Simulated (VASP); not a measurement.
Write the native input for VASP 6.6.1 that does the following.

- Task: single point
- Functional: r2SCAN
- Potentials or basis: VASP PAW PBE potentials, release 64 (Ta_pv)
- Cutoff: 520 eV
- k mesh: 20 × 20 × 20
- Occupations: gaussian, width 0.15 eV
- Spin: no spin polarisation
- Dipole correction: no
- Further INCAR settings: ALGO = Normal; EDIFF = 1e-06; NBANDS = 12

Ta:

```xyz
1
Lattice="-1.6265 1.6513 1.6513 1.6265 -1.6513 1.6513 1.6265 1.6513 -1.6513" Properties=species:S:1:pos:R:3 pbc="T T T"
Ta    0.0000    0.0000    0.0000
```

This cell differs from its parent crystal: strain -0.0150 x Voigt [1, 0, 0, 0, 0, 0].

These files were run (other wordings do the same):

POSCAR

```
Ta
1.0
   -1.6265108000      1.6512800000      1.6512800000
    1.6265108000     -1.6512800000      1.6512800000
    1.6265108000      1.6512800000     -1.6512800000
Ta
1
Direct
    0.0000000000      0.0000000000      0.0000000000
```

INCAR.step1

```
SYSTEM = Ta
PREC = Accurate
ENCUT = 520
ISMEAR = 0
SIGMA = 0.15
LREAL = .False.
LASPH = .True.
NELM = 100
NBANDS = 12
GGA = PE
ALGO = Normal
EDIFF = 1E-4
LWAVE = .True.
LCHARG = .False.
```

INCAR.step2

```
SYSTEM = Ta
PREC = Accurate
ENCUT = 520
EDIFF = 1E-6
ISMEAR = 0
SIGMA = 0.15
LREAL = .False.
LASPH = .True.
NELM = 100
ALGO = Normal
ISIF = 2
LWAVE = .False.
LCHARG = .False.
METAGGA = R2SCAN
LMIXTAU = .True.
NBANDS = 12
ISTART = 1
```

KPOINTS

```
Automatic mesh
0
Gamma
  20 20 20
  0 0 0
```

Potentials or basis: VASP PAW PBE potentials, release 64 (Ta_pv).

Run with:

```sh
$ cat potpaw_PBE.64/Ta_pv/POTCAR > POTCAR
$ cp INCAR.step1 INCAR
$ mpirun -np 1 vasp_std > vasp.out
$ cp INCAR.step2 INCAR
$ mpirun -np 1 vasp_std > vasp.out
```

Results of the run:

```
Pressure               : 4.4 GPa
Band gap on the k mesh : zero (an odd number of electrons rules out a gap without spin polarisation)
```

Caveat: the cell differs from its parent crystal (strain -0.0150 x Voigt [1, 0, 0, 0, 0, 0]); the cell stands under pressure; the PAW data sets were made with another functional, which shifts forces and pressure a little; spin-orbit coupling is left out, which moves the levels of the heavy elements.

Wall time 2.1 min on 1 thread of Intel(R) Xeon(R) 6975P-C (Granite Rapids), with other jobs on the host, peak memory 0.25 GiB.
